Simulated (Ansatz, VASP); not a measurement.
## One calculation of TiAl3, two programs

```xyz
4
Lattice="3.9312 0.0000 0.0000 0.0000 3.9312 0.0000 0.0000 0.0000 6.3925" Properties=species:S:1:pos:R:3 pbc="T T T"
Ti    1.9656    1.9656    6.3322
Al    1.9656    0.0000    1.7436
Al    0.0000    1.9656    1.7436
Al    1.9656    1.9656    3.5963
```

Alike in both runs: task single point; functional PBE; k mesh 4 × 4 × 4; occupations gaussian, width 0.1 eV; collinear spin.

```csv
,VASP,Ansatz
version,VASP 6.6.1,Ansatz 0.2.0
potentials or method,"VASP PAW PBE potentials, release 64 (Ti_sv, Al), cutoff 520 eV","scalar-relativistic, plane waves, PAW"
valence electrons in the cell,21,21
```

|  | VASP | Ansatz | Ansatz less VASP |
| --- | --- | --- | --- |
| gap on the k mesh at the Fermi level (eV) | none | none | - |
| pressure (GPa) | 0.3 | 0.3 | +0.02 |
| traceless stress, the component that is largest in VASP (GPa) | -0.18 | -0.18 | +0.002 |
| rms of the force components (eV/Å) | 0.028 | 0.027 | -0.0004 |
| net moment per atom (μB) | 0.08 | 0.08 | 0.000 |
| size of the moment on the site where the two differ most (μB) | 0.27 | 0.26 | -0.009 |

Site moments also hang on the region over which each program counts them. Atom by atom the forces differ by 0.002 eV/Å (rms over components). A gap of «none» marks a metal or a gap that the smearing closes.

The k mesh is coarse, so the values compare programs but aren't converged.
